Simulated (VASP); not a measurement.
## Te: single point with PBE

Te:

```
Te
1.0
     4.70468    0.00000    0.00000
    -2.35234    4.07437    0.00000
     0.00000    0.00000    6.16601
Te
3
Direct
  0.26840 0.00000 0.33333
  0.00000 0.26840 0.66667
  0.73160 0.73160 0.00000
```

| Quantity | Value |
| --- | --- |
| Program | VASP 6.6.1 |
| Task | single point |
| Functional | PBE |
| Potentials or basis | VASP PAW PBE potentials, release 64 (Te) |
| Cutoff | 520 eV |
| k mesh | 8 × 8 × 5 |
| Occupations | fermi-dirac, width 0.05 eV |
| Spin | no spin polarisation |

```yaml
Pressure: -3.9 GPa
Largest_force: 0.500 eV/Å
Band_gap_on_the_k_mesh: 0.65 eV (least direct gap 0.80 eV)
```

Forces on the atoms (eV/Å):
```
Te  -0.500  0.000  0.000
Te   0.250 -0.433  0.000
Te   0.250  0.433  0.000
```

Stress tensor (GPa, compression positive):
```
-3.37  0.00  0.00
 0.00 -3.37  0.00
 0.00  0.00 -4.91
```

Levels at points of the mesh, in eV from the valence-band top:
```csv
k point,band 6,band 7,band 8,band 9,band 10,band 11,band 12,band 13
"(0.00, 0.00, 0.00)",-2.33,-1.16,-1.16,-0.45,1.08,1.08,1.60,5.46
"(0.50, 0.00, 0.00)",-2.79,-2.63,-0.62,-0.48,1.00,1.07,3.20,3.71
```

It took 96 s on 1 thread of Intel Xeon 8259CL (shared host), peak memory 0.26 GiB.

Caveat: the cell stands under tension; spin-orbit coupling is left out, which moves the levels of the heavy elements; an odd mesh through Γ misses points on the zone boundary, where band edges can lie.
